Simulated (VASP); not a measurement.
Al8N, 9 atoms in the cell. The cell holds a slab with vacuum, 9 atoms: a = 2.854 Å, b = 2.854 Å, c = 33.476 Å, α = 90.00°, β = 90.00°, γ = 120.00°. 

```yaml
Program: VASP 6.6.1
Task: single point
Functional: PBE
Potentials_or_basis: VASP PAW PBE potentials, release 64 (Al, N)
Cutoff: 520 eV
k_mesh: 9 × 9 × 1
Occupations: gaussian, width 0.1 eV
Spin: no spin polarisation
Dipole_correction: yes
Further_INCAR_settings: ALGO = Normal; EDIFF = 1e-06; NBANDS = 24
```

Potentials or basis: VASP PAW PBE potentials, release 64 (Al, N).

The run is started by

```bash
$ cat potpaw_PBE.64/Al/POTCAR potpaw_PBE.64/N/POTCAR > POTCAR
$ mpirun -np 1 vasp_std > vasp.out
```

Hardware: 1 thread of Intel(R) Xeon(R) Platinum 8488C (Sapphire Rapids), on a shared host.

**Question.** How long does it take, and how much memory?

**Answer.** Wall time 6.5 min on 1 thread of Intel(R) Xeon(R) Platinum 8488C (Sapphire Rapids), on a shared host, peak memory 0.37 GiB. Counts: scf iterations 39, k points 12.
